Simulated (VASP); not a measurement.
# MgB2 (P6/mmm) in VASP: elastic constants with PBE

Aim: the elastic constants of MgB2 with PBE.

Everything below comes from runs of VASP 6.6.1. Logs are shortened: lines on timing, memory, paths and dates and some standing lists are left out, and cuts for length are marked.

## Step 1: The cell of the first run

It takes space group P6/mmm (No. 191, hexagonal). The conventional cell has a = 3.076 Å, b = 3.076 Å, c = 3.525 Å, α = 90.00°, β = 90.00°, γ = 120.00°. Mg (site symmetry 6/mmm) has 12 B at 2.50 Å and 6 Mg at 3.08 Å within 3.3 Å. Within 2.4 Å of B (site symmetry -6m2) lie 3 B at 1.78 Å.

## Step 2: Elastic constants, PBE

File INCAR:

```
  ALGO = Normal
  EDIFF = 1E-8
  ENCUT = 600
  GGA = PE
  IBRION = 6
  ISIF = 3
  ISMEAR = -1
  LASPH = True
  LCHARG = True
  LREAL = False
  LWAVE = False
  NELM = 60
  NFREE = 2
  NSW = 1
  POTIM = 0.015
  PREC = Accurate
  SIGMA = 0.15
```

File KPOINTS:

```
k-points
0
Gamma
  18 18 12
```

File POSCAR:

```
MgB2
1.0
    3.0758042356      0.0000000000      0.0000000000
   -1.5379021178      2.6637246051      0.0000000000
    0.0000000000      0.0000000000      3.5247196372
Mg B
1 2
Direct
    0.0000000000      0.0000000000      0.0000000000
    0.3333333333      0.6666666667      0.5000000000
    0.6666666667      0.3333333333      0.5000000000
```

Potentials or basis: VASP PAW PBE potentials, release 64 (Mg, B).

Started as:

```console
cat potpaw_PBE.64/Mg/POTCAR potpaw_PBE.64/B/POTCAR > POTCAR
mpirun -np 1 vasp_std > vasp.out
```

OUTCAR:

```text
EDIFF = 1E-8
   ENCUT = 600
   GGA = PE
   IBRION = 6
   ISIF = 3
   ISMEAR = -1
   LASPH = True
   LREAL = False
   NELM = 60
   NFREE = 2
   NSW = 1
   POTIM = 0.015
   PREC = Accurate

 ion  position               nearest neighbor table
   1  0.000  0.000  0.000-   2 2.50   3 2.50   2 2.50   3 2.50   3 2.50   3 2.50   2 2.50   2 2.50
                             3 2.50   3 2.50   2 2.50   2 2.50
   2  0.333  0.667  0.500-   3 1.78   3 1.78   3 1.78   1 2.50   1 2.50   1 2.50   1 2.50   1 2.50
                             1 2.50
   3  0.667  0.333  0.500-   2 1.78   2 1.78   2 1.78   1 2.50   1 2.50   1 2.50   1 2.50   1 2.50
                             1 2.50

  LATTYP: Found a hexagonal cell.
 ALAT       =     3.0758042356
 C/A-ratio  =     1.1459505766

  Lattice vectors:

 A1 = (   3.0758042356,   0.0000000000,   0.0000000000)
 A2 = (  -1.5379021178,   2.6637246051,   0.0000000000)
 A3 = (   0.0000000000,   0.0000000000,   3.5247196372)

Analysis of symmetry for initial positions (statically):
=====================================================================
 Subroutine PRICEL returns:
 Original cell was already a primitive cell.

 Routine SETGRP: Setting up the symmetry group for a
 hexagonal supercell.

 Subroutine GETGRP returns: Found 24 space group operations
 (whereof 24 operations were pure point group operations)
 out of a pool of 24 trial point group operations.

The static configuration has the point symmetry D_6h.

Analysis of symmetry for dynamics (positions and initial velocities):
=====================================================================
 Subroutine PRICEL returns:
 Original cell was already a primitive cell.

 Routine SETGRP: Setting up the symmetry group for a
 hexagonal supercell.

 Subroutine GETGRP returns: Found 24 space group operations
 (whereof 24 operations were pure point group operations)
 out of a pool of 24 trial point group operations.
[... 615 lines left out ...]
      5       8.6198      0.00000
      6       9.9133      0.00000
      7      10.7998      0.00000
      8      12.8708      0.00000

 [... further k-points ...]

------------------------ aborting loop because EDIFF is reached ----------------------------------------

  FORCE on cell =-STRESS in cart. coord.  units (eV):
  Direction    XX          YY          ZZ          XY          YZ          ZX
  --------------------------------------------------------------------------------------
  -------------------------------------------------------------------------------------
  Total       -0.0355252     -0.0355252     -0.0691564      0.0000000      0.0000000      0.0000000
  in kB       -1.9709450     -1.9709450     -3.8368120      0.0000000      0.0000000      0.0000000
  external PRESSURE =      -2.5929007 kB  Pullay stress =       0.0000000 kB
[... 18 lines left out ...]
  FREE ENERGIE OF THE ION-ELECTRON SYSTEM (eV)
  ---------------------------------------------------
  free  energy   TOTEN  =       -15.3497597003 eV

  energy  without entropy=      -15.2998079281  energy(sigma->0) =      -15.32478381

 INTERNAL STRAIN TENSORS FROM STRAINED CELLS
 ============================================

 INTERNAL STRAIN TENSOR FOR ION    1 for displacements in x,y,z  (eV/Angst):
          X           Y           Z          XY          YZ          ZX
  --------------------------------------------------------------------------------
  x     0.00000     0.00000    -0.00000     0.00000     0.00000     0.00000
  y     0.00000     0.00000     0.00000    -0.00000     0.00000     0.00000
  z     0.00000     0.00000    -0.00000     0.00000     0.00000     0.00000

 INTERNAL STRAIN TENSORS FROM DISPLACED ATOMS
 ============================================

 INTERNAL STRAIN TENSOR FOR ION    1 for displacements in x,y,z  (eV/Angst):
          X           Y           Z          XY          YZ          ZX
  --------------------------------------------------------------------------------
  x     0.00000     0.00000     0.00000     0.00000     0.00000     0.00000
  y     0.00000     0.00000     0.00000     0.00000     0.00000     0.00000
  z     0.00000     0.00000     0.00000     0.00000     0.00000     0.00000

 INTERNAL STRAIN TENSOR FOR ION    3 for displacements in x,y,z  (eV/Angst):
          X           Y           Z          XY          YZ          ZX
  --------------------------------------------------------------------------------
  x    -0.00000     0.00000     0.00000     3.00053     0.00000     0.00000
  y     3.00053    -3.00053     0.00000    -0.00000     0.00000     0.00000
  z     0.00000     0.00000     0.00000     0.00000     0.00000     0.00000

 Eigenvectors and eigenvalues of the dynamical matrix
 ----------------------------------------------------

   1 f  =   20.545270 THz   129.089736 2PiTHz  685.316426 cm-1    84.968369 meV
             X         Y         Z           dx          dy          dz
      0.000000  0.000000  0.000000     0.000000   -0.000000   -0.000000
     -0.000000  1.775816  1.762360     0.000000   -0.000000   -0.707107
      1.537902  0.887908  1.762360    -0.000000    0.000000    0.707107
[... 43 lines left out ...]
   9 f/i=    0.000668 THz     0.004197 2PiTHz    0.022281 cm-1     0.002763 meV
             X         Y         Z           dx          dy          dz
      0.000000  0.000000  0.000000    -0.727266   -0.015028   -0.000000
     -0.000000  1.775816  1.762360    -0.485106   -0.010024   -0.000000
      1.537902  0.887908  1.762360    -0.485106   -0.010024   -0.000000

--------------------------------------------------------------------------------------------------------

 ELASTIC MODULI CONTR FROM IONIC RELAXATION (kBar)
 Direction    XX          YY          ZZ          XY          YZ          ZX
 --------------------------------------------------------------------------------
 XX         -73.8999     73.8999      0.0000      0.0000      0.0000      0.0000
 YY          73.8999    -73.8999      0.0000     -0.0000      0.0000      0.0000
 ZZ           0.0000      0.0000      0.0000      0.0000      0.0000      0.0000
 XY           0.0000     -0.0000      0.0000    -73.8999      0.0000      0.0000
 YZ           0.0000      0.0000      0.0000      0.0000      0.0000      0.0000
 ZX           0.0000      0.0000      0.0000      0.0000      0.0000      0.0000
 --------------------------------------------------------------------------------

 TOTAL ELASTIC MODULI (kBar)
 Direction    XX          YY          ZZ          XY          YZ          ZX
 --------------------------------------------------------------------------------
 XX        4293.9692    577.1850    329.9259      0.0000     -0.0000      0.0000
 YY         577.1850   4293.9692    329.9259     -0.0000      0.0000     -0.0000
 ZZ         329.9259    329.9259   2668.1076      0.0000     -0.0000     -0.0000
 XY           0.0000     -0.0000      0.0000   1858.3921      0.0000     -0.0000
 YZ           0.0000      0.0000     -0.0000      0.0000    713.5606      0.0000
 ZX           0.0000      0.0000     -0.0000     -0.0000      0.0000    713.5606
 --------------------------------------------------------------------------------
```

It took 68 min on 1 thread of Oxide Virtual Turin-like, shared host; peak memory 0.71 GiB.

Results:

```
Voigt bulk modulus            : 153 GPa
Highest phonon frequency at Γ : 685 cm⁻¹
```

Phonon frequencies in cm⁻¹ (negative: imaginary):
```tsv
q point	frequencies
(0.000, 0.000, 0.000)	0 0 0 332 332 399 583 583 685
```

Elastic tensor in Voigt notation (GPa, in the Cartesian axes of the cell as first typed):
```
429  58  33   0   0   0
 58 429  33   0   0   0
 33  33 267   0   0   0
  0   0   0  71   0   0
  0   0   0   0  71   0
  0   0   0   0   0 186
```

Clamped-ion elastic tensor (GPa):
```
437  50  33   0   0   0
 50 437  33   0   0   0
 33  33 267   0   0   0
  0   0   0  71   0   0
  0   0   0   0  71   0
  0   0   0   0   0 193
```
